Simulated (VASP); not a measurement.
A run of VASP 6.6.1 is set up as follows.

The input INCAR:

```
  ALGO = Normal
  EDIFF = 1E-6
  ENCUT = 520
  GGA = PS
  ISIF = 2
  ISMEAR = 0
  LASPH = T
  LCHARG = F
  LREAL = F
  LWAVE = F
  NBANDS = 18
  NELM = 80
  PREC = Accurate
  SIGMA = 0.01
```

The input KPOINTS:

```
k-points
0
Gamma
  6 6 4
```

File POSCAR:

```
N
1.0
    4.0148252689      0.0000000000      0.0000000000
    0.0000000000      4.0148252689      0.0000000000
    0.0000000000      0.0000000000      5.2552838483
N
4
Direct
    0.9042800000      0.9042800000      0.0000000000
    0.5957200000      0.4042800000      0.5000000000
    0.0957200000      0.0957200000      0.0000000000
    0.4042800000      0.5957200000      0.5000000000
```

Potentials or basis: VASP PAW PBE potentials, release 64 (N).

Command:

```console
$ cat potpaw_PBE.64/N/POTCAR > POTCAR
$ mpirun -np 1 vasp_std > vasp.out
```

Problem. Predict the pressure.

Solution. 5.8 GPa.

Problem. What does it give for the largest force?

Solution. 4.079 eV/Å.

Problem. What does it give for the band gap on the k mesh?

Solution. 6.93 eV, indirect (least direct gap 7.15 eV).

Stress tensor (GPa, compression positive):
```
8.55 0.00 0.00
0.00 8.55 0.00
0.00 0.00 0.25
```

Caveat: the standard files for N, O and F lose accuracy on very short bonds; the PAW data sets were made with another functional, which shifts forces and pressure a little. A k mesh can miss the band edges.
